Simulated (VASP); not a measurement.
# BN (BN (F-43m)) (F-43m) in VASP: further runs

Runs on BN (BN (F-43m)). Level: PBE. Tasks: single point, relaxation of cell and atoms.

Program: VASP 6.6.1. These are calculated values, not measurements. Logs are shortened: lines on timing, memory, paths and dates and some standing lists are left out, and cuts for length are marked.

## (1) The cell of the first run

It takes space group F-43m (No. 216, cubic). Conventional cell: a = 3.624 Å, b = 3.624 Å, c = 3.624 Å, α = 90.00°, β = 90.00°, γ = 90.00°. B (site symmetry -43m) has 4 N at 1.57 Å within 2.1 Å. Within 2.1 Å of N (site symmetry -43m) lie 4 B at 1.57 Å.

## (2) Single point, PBE

INCAR reads:

```
SYSTEM = BN
PREC = Accurate
ENCUT = 520
EDIFF = 1E-6
ISMEAR = 0
SIGMA = 0.01
LREAL = .False.
LASPH = .True.
NELM = 60
ALGO = Normal
ISIF = 2
LWAVE = .False.
LCHARG = .False.
GGA = PE
NBANDS = 11
```

KPOINTS reads:

```
regular mesh
0
Gamma
  13 13 13
  0 0 0
```

POSCAR reads:

```
BN
1.0
    0.0000000000      1.8120551918      1.8120551918
    1.8120551918      0.0000000000      1.8120551918
    1.8120551918      1.8120551918      0.0000000000
B N
1 1
Direct
    0.0000000000      0.0000000000      0.0000000000
    0.2500000000      0.2500000000      0.2500000000
```

Potentials or basis: VASP PAW PBE potentials, release 64 (B, N).

Launch:

```bash
> cat potpaw_PBE.64/B/POTCAR potpaw_PBE.64/N/POTCAR > POTCAR
> mpirun -np 1 vasp_std > vasp.out
```

OUTCAR:

```text
SYSTEM = BN
   PREC = Accurate
   ENCUT = 520
   EDIFF = 1E-6
   ISMEAR = 0
   LREAL = .False.
   LASPH = .True.
   NELM = 60
   ISIF = 2
   GGA = PE

 ion  position               nearest neighbor table
   1  0.000  0.000  0.000-   2 1.57   2 1.57   2 1.57   2 1.57
   2  0.250  0.250  0.250-   1 1.57   1 1.57   1 1.57   1 1.57

  LATTYP: Found a face centered cubic cell.
 ALAT       =     3.6241103836

  Lattice vectors:

 A1 = (   0.0000000000,   1.8120551918,   1.8120551918)
 A2 = (   1.8120551918,   0.0000000000,   1.8120551918)
 A3 = (   1.8120551918,   1.8120551918,   0.0000000000)

Analysis of symmetry for initial positions (statically):
=====================================================================
 Subroutine PRICEL returns:
 Original cell was already a primitive cell.

 Routine SETGRP: Setting up the symmetry group for a
 face centered cubic supercell.

 Subroutine GETGRP returns: Found 24 space group operations
 (whereof 24 operations were pure point group operations)
 out of a pool of 48 trial point group operations.

The static configuration has the point symmetry T_d .

Analysis of symmetry for dynamics (positions and initial velocities):
=====================================================================
 Subroutine PRICEL returns:
 Original cell was already a primitive cell.

 Routine SETGRP: Setting up the symmetry group for a
 face centered cubic supercell.

 Subroutine GETGRP returns: Found 24 space group operations
 (whereof 24 operations were pure point group operations)
 out of a pool of 48 trial point group operations.

The dynamic configuration has the point symmetry T_d .

 Subroutine INISYM returns: Found 24 space group operations
 (whereof 24 operations are pure point group operations),
 and found     1 'primitive' translations

----------------------------------------------------------------------------------------

                                     Primitive cell

  volume of cell :      11.8999

  direct lattice vectors                    reciprocal lattice vectors
     0.000000000  1.812055192  1.812055192    -0.275929785  0.275929785  0.275929785
     1.812055192  0.000000000  1.812055192     0.275929785 -0.275929785  0.275929785
     1.812055192  1.812055192  0.000000000     0.275929785  0.275929785 -0.275929785

  length of vectors
     2.562633028  2.562633028  2.562633028     0.477924407  0.477924407  0.477924407

  position of ions in fractional coordinates (direct lattice)
     0.000000000  0.000000000  0.000000000
     0.250000000  0.250000000  0.250000000

  ion indices of the primitive-cell ions
   primitive index   ion index
                 1           1
                 2           2

----------------------------------------------------------------------------------------

 KPOINTS: regular mesh

Automatic generation of k-mesh.
 Grid dimensions read from file:
 generate k-points for:   13   13   13

 Generating k-lattice:

  Cartesian coordinates                     Fractional coordinates (reciprocal lattice)
    -0.021225368  0.021225368  0.021225368     0.076923077  0.000000000  0.000000000
     0.021225368 -0.021225368  0.021225368     0.000000000  0.076923077  0.000000000
     0.021225368  0.021225368 -0.021225368     0.000000000  0.000000000  0.076923077

  Length of vectors
     0.036763416  0.036763416  0.036763416

  Shift w.r.t. Gamma in fractional coordinates (k-lattice)
     0.000000000  0.000000000  0.000000000

 Subroutine IBZKPT returns following result:
 ===========================================

 Found     84 irreducible k-points:

 Following reciprocal coordinates:
            Coordinates               Weight
  0.000000  0.000000  0.000000      1.000000
  0.076923  0.000000  0.000000      8.000000
  0.153846  0.000000  0.000000      8.000000
  0.230769  0.000000  0.000000      8.000000
  0.307692  0.000000  0.000000      8.000000
  0.384615  0.000000  0.000000      8.000000
[... 16 lines left out ...]
  0.384615  0.153846  0.000000     24.000000
  0.461538  0.153846  0.000000     24.000000
 [... further k-points ...]
   k-points           NKPTS =     84   k-points in BZ     NKDIM =     84   number of bands    NBANDS=     11
   number of dos      NEDOS =    301   number of ions     NIONS =      2
   total plane-waves  NPLWV =   8000
   dimension x,y,z NGX =    20 NGY =   20 NGZ =   20
   dimension x,y,z NGXF=    40 NGYF=   40 NGZF=   40
   ions per type =               1   1
   NGX,Y,Z   is equivalent  to a cutoff of  12.97, 12.97, 12.97 a.u.
   NGXF,Y,Z  is equivalent  to a cutoff of  25.95, 25.95, 25.95 a.u.
 SYSTEM =  BN
   PREC   = accura    normal or accurate (medium, high low for compatibility)
   ISTART =      0    job   : 0-new  1-cont  2-samecut
   ICHARG =      2    charge: 1-file 2-atom 10-const
   ISPIN  =      1    spin polarized calculation?
   LNONCOLLINEAR =      F non collinear calculations
   LSORBIT =      F    spin-orbit coupling
   LASPH  =      T    aspherical Exc in radial PAW
   ENCUT  =  520.0 eV  38.22 Ry    6.18 a.u.   4.76  4.76  4.76*2*pi/ulx,y,z
   NELM   =     60;   NELMIN=  2; NELMDL= -5     # of ELM steps
   EDIFF  = 0.1E-05   stopping-criterion for ELM
   LREAL  =      F    real-space projection
   EDIFFG = 0.1E-04   stopping-criterion for IOM
   NSW    =      0    number of steps for IOM
   IBRION =     -1    ionic relax: 0-MD 1-quasi-New 2-CG
   NFREE  =      0    steps in history (QN), initial steepest desc. (CG)
   ISIF   =      2    stress and relaxation
   ISYM   =      2    0-nonsym 1-usesym 2-fastsym
   POTIM  = 0.5000    time-step for ionic-motion
   TEBEG  =    0.0;   TEEND  =   0.0 temperature during run
   PSTRESS=    0.0 pullay stress
   NELECT =       8.0000    total number of electrons
   NUPDOWN=      -1.0000    fix difference up-down
   EMIN   =  10.00;   EMAX   =-10.00  energy-range for DOS
   EFERMI =   0.00;   METHOD = LEGACY
   ISMEAR =     0;   SIGMA  =   0.01  broadening in eV -4-tet -1-fermi 0-gaus
   EFERMI_NEDOS =   21; number of points for ismear=-14 and -15
   IALGO  =     38    algorithm
   IMIX   =      4    mixing-type and parameters
     AMIX     =   0.40;   BMIX     =  1.00
     AMIX_MAG =   1.60;   BMIX_MAG =  1.00
  volume/ion in A,a.u.               =       5.95        40.15
  Fermi-wavevector in a.u.,A,eV,Ry     =   1.434135  2.710122 27.983695  2.056744
  Thomas-Fermi vector in A             =   2.553577
   LORBIT       =      0    0 simple, 1 ext, 2 COOP (PROOUT), +10 PAW based schemes
   GGA     = PE    functional components
   LHFCALC =     F    Hartree Fock is set to
   AEXX    =    0.0000 exact exchange contribution
   IVDW    =     0    specifies the selected vdW correction
   LEPSILON=     F    determine dielectric tensor
   LRPA    =     F    only Hartree local field effects (RPA)
 non-spin polarized calculation
 Gauss-broadening in eV      SIGMA  =   0.01
  energy-cutoff  :      520.00
  volume of cell :       11.90
 maximum number of plane-waves:       331
   NGX =  9   NGY =  9   NGZ =  9

 number of electron       7.9999999 magnetization

 Free energy of the ion-electron system (eV)
  ---------------------------------------------------
  ext. energy  EPLUGINS =         0.00000000
  ---------------------------------------------------
  free energy    TOTEN  =       -17.45097191 eV

  energy without entropy =      -17.45097191  energy(sigma->0) =      -17.45097191

 E-fermi :   7.4616     XC(G=0): -12.7848

 val. band max:        7.3101974208   @ k =   0.0000   0.0000   0.0000
 cond. band min:      11.8353682349   @ k =   0.4615   0.4615   0.0000
 fundamental gap:      4.5251708141
 Fermi energy:         7.4615578292

 k-point     1 :       0.0000    0.0000    0.0000
  band No.  band energies     occupation
      1     -12.8349      2.00000
      2       7.3102      2.00000
      3       7.3102      2.00000
      4       7.3102      2.00000
      5      16.0942      0.00000
      6      16.0942      0.00000
      7      16.0942      0.00000
      8      17.5370      0.00000
      9      31.9208      0.00000
     10      34.9868      0.00000
     11      34.9868      0.00000

 k-point     2 :       0.0769    0.0000    0.0000
  band No.  band energies     occupation
      1     -12.6916      2.00000
      2       6.5272      2.00000
      3       7.1562      2.00000
      4       7.1563      2.00000
      5      16.2700      0.00000
      6      16.3280      0.00000
      7      16.3280      0.00000
      8      18.0254      0.00000
      9      31.7618      0.00000
     10      32.9498      0.00000
     11      32.9498      0.00000

 k-point     3 :       0.1538    0.0000    0.0000
  band No.  band energies     occupation
      1     -12.2665      2.00000
      2       4.6739      2.00000
      3       6.7709      2.00000
      4       6.7709      2.00000
      5      16.5444      0.00000
      6      16.8928      0.00000
      7      16.8928      0.00000
      8      19.2207      0.00000
      9      31.3000      0.00000
     10      31.4121      0.00000
     11      31.4121      0.00000

 k-point     4 :       0.2308    0.0000    0.0000
  band No.  band energies     occupation
      1     -11.5758      2.00000
      2       2.4331      2.00000
      3       6.3047      2.00000
      4       6.3047      2.00000
      5      16.8127      0.00000
      6      17.4847      0.00000
      7      17.4847      0.00000
      8      20.4986      0.00000
      9      30.7692      0.00000
     10      30.8225      0.00000
     11      30.8225      0.00000
[... 239 lines left out ...]
 k-point    22 :       0.3077    0.1538    0.0000
  band No.  band energies     occupation
      1     -10.8149      2.00000
      2       1.8112      2.00000
      3       4.7811      2.00000
      4       5.1833      2.00000
      5      15.4514      0.00000
      6      19.1787      0.00000
      7      19.7035      0.00000
      8      20.0667      0.00000
      9      26.5984      0.00000
     10      33.5400      0.00000
     11      34.9383      0.00000

 k-point    23 :       0.3846    0.1538    0.0000
  band No.  band energies     occupation
      1      -9.8688      2.00000
      2      -0.2036      2.00000
      3       4.5363      2.00000
      4       4.6172      2.00000
      5      15.8520      0.00000
      6      19.3676      0.00000
      7      19.8997      0.00000
      8      20.7871      0.00000
      9      27.4726      0.00000
     10      33.3208      0.00000
     11      35.2289      0.00000

 k-point    24 :       0.4615    0.1538    0.0000
  band No.  band energies     occupation
      1      -8.8889      2.00000
      2      -1.9012      2.00000
      3       4.0655      2.00000
      4       4.5028      2.00000
      5      16.1699      0.00000
      6      19.3470      0.00000
      7      19.7723      0.00000
      8      21.9055      0.00000
      9      28.0868      0.00000
     10      33.4092      0.00000
     11      35.2478      0.00000

 [... further k-points ...]
[... 5 lines left out ...]
  --------------------------------------------------------------------------------------
  -------------------------------------------------------------------------------------
  Total        0.0315755      0.0315755      0.0315755      0.0000000      0.0000000     -0.0000000
  in kB        4.2512458      4.2512458      4.2512458      0.0000000      0.0000000     -0.0000000
  external PRESSURE =       4.2512458 kB  Pullay stress =       0.0000000 kB

 VOLUME and BASIS-vectors are now :
 -----------------------------------------------------------------------------
  energy-cutoff  :      520.00
  volume of cell :       11.90
      direct lattice vectors                 reciprocal lattice vectors
     0.000000000  1.812055192  1.812055192    -0.275929785  0.275929785  0.275929785
     1.812055192  0.000000000  1.812055192     0.275929785 -0.275929785  0.275929785
     1.812055192  1.812055192  0.000000000     0.275929785  0.275929785 -0.275929785

 POSITION                                       TOTAL-FORCE (eV/Angst)
 -----------------------------------------------------------------------------------
      0.00000      0.00000      0.00000        -0.000000     -0.000000     -0.000000
      0.90603      0.90603      0.90603         0.000000      0.000000      0.000000
 -----------------------------------------------------------------------------------
    total drift:                                0.000000      0.000000      0.000000

  FREE ENERGIE OF THE ION-ELECTRON SYSTEM (eV)
  ---------------------------------------------------
  free  energy   TOTEN  =       -17.4509719089 eV

  energy  without entropy=      -17.4509719089  energy(sigma->0) =      -17.45097191
```

It took 6.2 s on 1 thread of Intel Xeon Platinum 8488C (Sapphire Rapids), shared host; peak memory 0.12 GiB.

What came out:

| Property | Result |
| --- | --- |
| Free energy | -17.4510 eV |
| Pressure | 0.4 GPa |
| Band gap on the k mesh | 4.53 eV, indirect (least direct gap 8.78 eV) |

A k mesh can miss the band edges. As with any semilocal functional, this PBE gap is likely too small.

## (3) Single point, PBE

This run uses another cell than the first one: it holds 32 atoms, not 2.

INCAR reads:

```
SYSTEM = BN
ALGO = Normal
EDIFF = 1E-7
ENCUT = 520
GGA = PE
ISIF = 2
ISMEAR = -1
LASPH = .True.
LCHARG = .True.
LELF = .True.
LREAL = Auto
LVHAR = .True.
LWAVE = .False.
NBANDS = 86
NELM = 80
PREC = Accurate
SIGMA = 0.01
```

KPOINTS reads:

```
Automatic mesh
0
Gamma
  1 1 1
  0.25 0.25 0.25
```

POSCAR reads:

```
BN
1.0
   -3.6241103836      3.6241103836     -3.6241103836
    3.6241103836      3.6241103836      3.6241103836
    3.6241103836     -3.6241103836     -3.6241103836
B N
16 16
Direct
    0.0000000000      0.0000000000      0.0000000000
    0.0000000000      0.2500000000      0.7500000000
    0.0000000000      0.5000000000      0.5000000000
    0.0000000000      0.7500000000      0.2500000000
    0.2500000000      0.0000000000      0.7500000000
    0.2500000000      0.2500000000      0.5000000000
    0.2500000000      0.5000000000      0.2500000000
    0.2500000000      0.7500000000      0.0000000000
    0.5000000000      0.0000000000      0.5000000000
    0.5000000000      0.2500000000      0.2500000000
    0.5000000000      0.5000000000      0.0000000000
    0.5000000000      0.7500000000      0.7500000000
    0.7500000000      0.0000000000      0.2500000000
    0.7500000000      0.2500000000      0.0000000000
    0.7500000000      0.5000000000      0.7500000000
    0.7500000000      0.7500000000      0.5000000000
    0.0000000000      0.0000000000      0.2500000000
    0.0000000000      0.2500000000      0.0000000000
    0.0000000000      0.5000000000      0.7500000000
    0.0000000000      0.7500000000      0.5000000000
    0.2500000000      0.0000000000      0.0000000000
    0.2500000000      0.2500000000      0.7500000000
    0.2500000000      0.5000000000      0.5000000000
    0.2500000000      0.7500000000      0.2500000000
    0.5000000000      0.0000000000      0.7500000000
    0.5000000000      0.2500000000      0.5000000000
    0.5000000000      0.5000000000      0.2500000000
    0.5000000000      0.7500000000      0.0000000000
    0.7500000000      0.0000000000      0.5000000000
    0.7500000000      0.2500000000      0.2500000000
    0.7500000000      0.5000000000      0.0000000000
    0.7500000000      0.7500000000      0.7500000000
```

Potentials or basis: VASP PAW PBE potentials, release 64 (B, N).

Launch:

```bash
> cat potpaw_PBE.64/B/POTCAR potpaw_PBE.64/N/POTCAR > POTCAR
> mpirun -np 1 vasp_std > vasp.out
```

It took 37 s on 1 thread of Intel Xeon Platinum 8488C (Sapphire Rapids), shared host; peak memory 0.32 GiB.

The run converged. Its results:

| Property | Result |
| --- | --- |
| Free energy | -278.1640 eV |
| Pressure | 0.7 GPa |
| Band gap on the k mesh | 8.62 eV |

Levels at points of the mesh, in eV from the valence-band top:
```
           k point  band 60  band 61  band 62  band 63  band 64  band 65  band 66  band 67  band 68  band 69
(0.25, 0.25, 0.25)     0.00     0.00     0.00     0.00     0.00     8.62     8.62     8.62     8.62     8.62
```

Caveat: the k points lie up to 1.23 Å⁻¹ apart. PBE gaps usually lie below the measured ones, often by a third to a half.

## (4) Relaxation of cell and atoms, PBE

INCAR reads:

```
SYSTEM = BN
ALGO     = Normal         ! electronic algorithm
EDIFF    = 1E-6           ! SCF threshold, eV
EDIFFG   = -0.005         ! ionic threshold
ENCUT    = 600            ! plane-wave cutoff, eV
GGA      = PE             ! functional
IBRION   = 2              ! ionic algorithm
ISIF     = 3              ! what is computed and relaxed
ISMEAR   = 0              ! smearing method
LASPH    = .True.         ! aspherical terms in the spheres
LCHARG   = .False.        ! write CHGCAR
LREAL    = .False.        ! projectors in reciprocal space
LWAVE    = .False.        ! write WAVECAR
NELM     = 100            ! most SCF steps
NSW      = 80             ! ionic steps
PREC     = Accurate       ! precision mode
SIGMA    = 0.01           ! smearing width, eV
```

KPOINTS reads:

```
k-points
0
Gamma
  13 13 13
  0 0 0
```

POSCAR reads:

```
BN
1.0
    0.0000000000      1.8130010000      1.8130010000
    1.8130010000      0.0000000000      1.8130010000
    1.8130010000      1.8130010000      0.0000000000
B N
1 1
Direct
    0.0000000000      0.0000000000      0.0000000000
    0.2500000000      0.2500000000      0.2500000000
```

Launch:

```bash
> cat potpaw_PBE.64/B/POTCAR potpaw_PBE.64/N/POTCAR > POTCAR
> mpirun -np 1 vasp_std > vasp.out
```

It took 8.9 s on 1 thread of Intel Xeon Platinum 8488C (Sapphire Rapids), shared host; peak memory 0.12 GiB.

Results (log left out):

```yaml
Free_energy: -17.4546 eV
Relaxed_volume: 5.95 Å³/atom
Relaxed_cell: a = 2.563 Å, b = 2.563 Å, c = 2.563 Å, α = 60.00°, β = 60.00°, γ = 60.00°
Space_group_after_relaxing_to_0.05_Å: F-43m (No. 216)
Energy_gained_by_relaxing: 0.0 meV/atom
Ionic_steps: 3
Pressure_after_relaxing: 0.0 GPa
Band_gap_on_the_k_mesh: 4.52 eV, indirect (least direct gap 8.78 eV)
```

Final structure:
```xyz
2
Lattice="0.0000 1.8123 1.8123 1.8123 0.0000 1.8123 1.8123 1.8123 0.0000" Properties=species:S:1:pos:R:3 pbc="T T T"
B     0.0000    0.0000    0.0000
N     0.9061    0.9061    0.9061
```

Levels at points of the mesh, in eV from the valence-band top:
| k point | band 1 | band 2 | band 3 | band 4 | band 5 | band 6 | band 7 | band 8 |
| --- | --- | --- | --- | --- | --- | --- | --- | --- |
| (0.00, 0.00, 0.00) | -20.14 | 0.00 | 0.00 | 0.00 | 8.78 | 8.78 | 8.78 | 10.22 |

(Part 1 of 2 ends here.)
